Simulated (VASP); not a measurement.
AlGa3O6:

```
Al Ga O
1.0
     2.47199    1.42720    4.44500
    -2.47199    1.42720    4.44500
     0.00000   -2.85441    4.44500
Al Ga O
1 3 6
Cartesian
  0.0000 0.0000 4.6733
  0.0000 0.0000 1.8802
  0.0000 0.0000 8.6007
  0.0000 0.0000 11.4072
  -0.9984 1.4449 7.8149
  -0.7521 -1.5871 7.8149
  1.7505 0.1422 7.8149
  0.9436 -1.3678 5.5563
  0.7128 1.5011 5.5563
  -1.6563 -0.1333 5.5563
```

Base run:

```yaml
Program: VASP 6.6.1
Functional: PBEsol
Potentials_or_basis: VASP PAW PBE potentials, release 64 (Al, Ga_d, O)
Cutoff: 520 eV
k_mesh: 6 × 6 × 6
Occupations: gaussian, width 0.02 eV
Spin: no spin polarisation
```

Its results: band gap on the k mesh 3.32 eV (least direct gap 3.51 eV); pressure 0.5 GPa; largest force 0.034 eV/Å.

Task: The run is repeated on the same cell with these changes: functional from PBEsol to r2SCAN. What comes out?

Result: Band gap on the k mesh 4.11 eV (least direct gap 4.29 eV); pressure -0.4 GPa; largest force 0.113 eV/Å.

Caveats: the PAW data sets were made with another functional, which shifts forces and pressure a little.

A k mesh can miss the band edges.
